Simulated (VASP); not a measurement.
Write the native input for VASP 6.6.1 that does the following.

```yaml
Task: single point
Functional: RPBE
Potentials_or_basis: VASP PAW PBE potentials, release 64 (Bi_d)
Cutoff: 520 eV
k_mesh: 9 × 9 × 9
Occupations: fermi-dirac, width 0.05 eV
Spin: no spin polarisation
Dipole_correction: no
Further_INCAR_settings: ALGO = Normal; EDIFF = 1e-07; NBANDS = 14
```

The structure of Bi lies in POSCAR:

```
Bi
1.0
   -2.0106931725      2.0106931725      2.0106931725
    2.0106931725     -2.0106931725      2.0106931725
    2.0106931725      2.0106931725     -2.0106931725
Bi
1
Direct
    0.0000000000      0.0000000000      0.0000000000
```

The input as run:

INCAR

```
SYSTEM = Bi
  PREC = Accurate
  ENCUT = 520
  EDIFF = 1E-7
  ISMEAR = -1
  SIGMA = 0.05
  LREAL = .False.
  LASPH = .True.
  NELM = 80
  ALGO = Normal
  ISIF = 2
  LWAVE = .False.
  LCHARG = .False.
  GGA = RP
  NBANDS = 14
```

KPOINTS

```
regular mesh
0
Gamma
  9 9 9
  0 0 0
```

Potentials or basis: VASP PAW PBE potentials, release 64 (Bi_d).

The run is started by

```bash
$ cat potpaw_PBE.64/Bi_d/POTCAR > POTCAR
$ mpirun -np 1 vasp_std > vasp.out
```

Results of the run:

```
Pressure : -0.1 GPa
```

Caveat: the PAW data sets were made with another functional, which shifts forces and pressure a little.

Wall time 14 s on 1 thread of Intel(R) Xeon(R) Platinum 8259CL CPU @ 2.50GHz (Skylake/Cascade Lake), on a shared host, peak memory 0.15 GiB.
